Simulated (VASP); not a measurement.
A run of VASP 6.6.1 is set up as follows.

INCAR

```
PREC = Accurate
ENCUT = 600
EDIFF = 1E-6
ISMEAR = 0
SIGMA = 0.01
LREAL = False
LASPH = True
NELM = 120
ALGO = Normal
ISIF = 2
LWAVE = False
LCHARG = False
GGA = PE
NBANDS = 35
GGA_COMPAT = False
```

Contents of KPOINTS:

```
Automatic mesh
0
Gamma
  6 6 6
```

POSCAR

```
SnO2
1.0
   -1.9996340854      1.9996340854      5.1012674953
    1.9996340854     -1.9996340854      5.1012674953
    1.9996340854      1.9996340854     -5.1012674953
Sn O
2 4
Direct
    0.7500000000      0.2500000000      0.5000000000
    0.0000000000      0.0000000000      0.0000000000
    0.5463402343      0.0463402343      0.5000000000
    0.7963402343      0.7963402343      0.0000000000
    0.2036597657      0.2036597657      0.0000000000
    0.9536597657      0.4536597657      0.5000000000
```

Potentials or basis: VASP PAW PBE potentials, release 64 (Sn_d, O).

Run with:

```sh
$ cat potpaw_PBE.64/Sn_d/POTCAR potpaw_PBE.64/O/POTCAR > POTCAR
$ mpirun -np 1 vasp_std > vasp.out
```

What does it give for the pressure?

7.2 GPa.

What does it give for the largest force?

0.118 eV/Å.

What does it give for the band gap on the k mesh?

1.71 eV, indirect (least direct gap 2.09 eV).

Forces in eV/Å, atoms in the order of the input:
```
Sn   0.000  0.000  0.000
Sn   0.000  0.000  0.000
O    0.000  0.000 -0.118
O    0.000  0.000 -0.118
O    0.000  0.000  0.118
O    0.000  0.000  0.118
```

Caveat: spin-orbit coupling is left out, which moves the levels of the heavy elements. Expect the measured gap to be larger: semilocal functionals such as PBE lack the derivative discontinuity.
